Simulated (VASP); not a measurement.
Here is a VASP 6.6.1 calculation.

The input INCAR:

```
SYSTEM = AlN
PREC = Accurate ; ENCUT = 700
EDIFF = 1E-6 ; ISMEAR = -1
SIGMA = 0.01 ; LREAL = Auto
LASPH = .True. ; NELM = 120
ALGO = Normal ; ISIF = 2
LWAVE = .False. ; LCHARG = .False.
GGA = PE ; NBANDS = 186
GGA_COMPAT = .False. ; ISYM = -1
```

KPOINTS

```
explicit points
1
Reciprocal
  0.25000000   0.25000000   0.25000000 1
```

The input POSCAR:

```
AlN
1.0
    9.3892708692      0.0000000866      0.0000000000
   -4.6946355096      8.1313470524      0.0000000000
    0.0000000000      0.0000000000     10.0348065929
Al N
36 36
Direct
    0.2222222222      0.1111111111      0.2496176869
    0.1111111111      0.2222222222      0.4996176869
    0.2222222222      0.1111111111      0.7496176869
    0.1111111111      0.2222222222      0.9996176869
    0.2222222222      0.4444444444      0.2496176869
    0.1111111111      0.5555555556      0.4996176869
    0.2222222222      0.4444444444      0.7496176869
    0.1111111111      0.5555555556      0.9996176869
    0.2222222222      0.7777777778      0.2496176869
    0.1111111111      0.8888888889      0.4996176869
    0.2222222222      0.7777777778      0.7496176869
    0.1111111111      0.8888888889      0.9996176869
    0.5555555556      0.1111111111      0.2496176869
    0.4444444444      0.2222222222      0.4996176869
    0.5555555556      0.1111111111      0.7496176869
    0.4444444444      0.2222222222      0.9996176869
    0.5555555556      0.4444444444      0.2496176869
    0.4444444444      0.5555555556      0.4996176869
    0.5555555556      0.4444444444      0.7496176869
    0.4444444444      0.5555555556      0.9996176869
    0.5555555556      0.7777777778      0.2496176869
    0.4444444444      0.8888888889      0.4996176869
    0.5555555556      0.7777777778      0.7496176869
    0.4444444444      0.8888888889      0.9996176869
    0.8888888889      0.1111111111      0.2496176869
    0.7777777778      0.2222222222      0.4996176869
    0.8888888889      0.1111111111      0.7496176869
    0.7777777778      0.2222222222      0.9996176869
    0.8888888889      0.4444444444      0.2496176869
    0.7777777778      0.5555555556      0.4996176869
    0.8888888889      0.4444444444      0.7496176869
    0.7777777778      0.5555555556      0.9996176869
    0.8888888889      0.7777777778      0.2496176869
    0.7777777778      0.8888888889      0.4996176869
    0.8888888889      0.7777777778      0.7496176869
    0.7777777778      0.8888888889      0.9996176869
    0.2222222222      0.1111111111      0.4403823131
    0.1111111111      0.2222222222      0.1903823131
    0.2222222222      0.1111111111      0.9403823131
    0.1111111111      0.2222222222      0.6903823131
    0.2222222222      0.4444444444      0.4403823131
    0.1111111111      0.5555555556      0.1903823131
    0.2222222222      0.4444444444      0.9403823131
    0.1111111111      0.5555555556      0.6903823131
    0.2222222222      0.7777777778      0.4403823131
    0.1111111111      0.8888888889      0.1903823131
    0.2222222222      0.7777777778      0.9403823131
    0.1111111111      0.8888888889      0.6903823131
    0.5555555556      0.1111111111      0.4403823131
    0.4444444444      0.2222222222      0.1903823131
    0.5555555556      0.1111111111      0.9403823131
    0.4444444444      0.2222222222      0.6903823131
    0.5555555556      0.4444444444      0.4403823131
    0.4444444444      0.5555555556      0.1903823131
    0.5555555556      0.4444444444      0.9403823131
    0.4444444444      0.5555555556      0.6903823131
    0.5555555556      0.7777777778      0.4403823131
    0.4444444444      0.8888888889      0.1903823131
    0.5555555556      0.7777777778      0.9403823131
    0.4444444444      0.8888888889      0.6903823131
    0.8888888889      0.1111111111      0.4403823131
    0.7777777778      0.2222222222      0.1903823131
    0.8888888889      0.1111111111      0.9403823131
    0.7777777778      0.2222222222      0.6903823131
    0.8888888889      0.4444444444      0.4403823131
    0.7777777778      0.5555555556      0.1903823131
    0.8888888889      0.4444444444      0.9403823131
    0.7777777778      0.5555555556      0.6903823131
    0.8888888889      0.7777777778      0.4403823131
    0.7777777778      0.8888888889      0.1903823131
    0.8888888889      0.7777777778      0.9403823131
    0.7777777778      0.8888888889      0.6903823131
```

Potentials or basis: VASP PAW PBE potentials, release 64 (Al, N).

Command:

```console
$ cat potpaw_PBE.64/Al/POTCAR potpaw_PBE.64/N/POTCAR > POTCAR
$ mpirun -np 1 vasp_std > vasp.out
```

(1) Predict the pressure.

(2) Predict the largest force.

(3) Predict the band gap on the k mesh.

Results:

(1) -0.3 GPa.

(2) 0.051 eV/Å.

(3) 5.44 eV.

Caveat: a shifted mesh leaves out Γ, where band edges can lie.
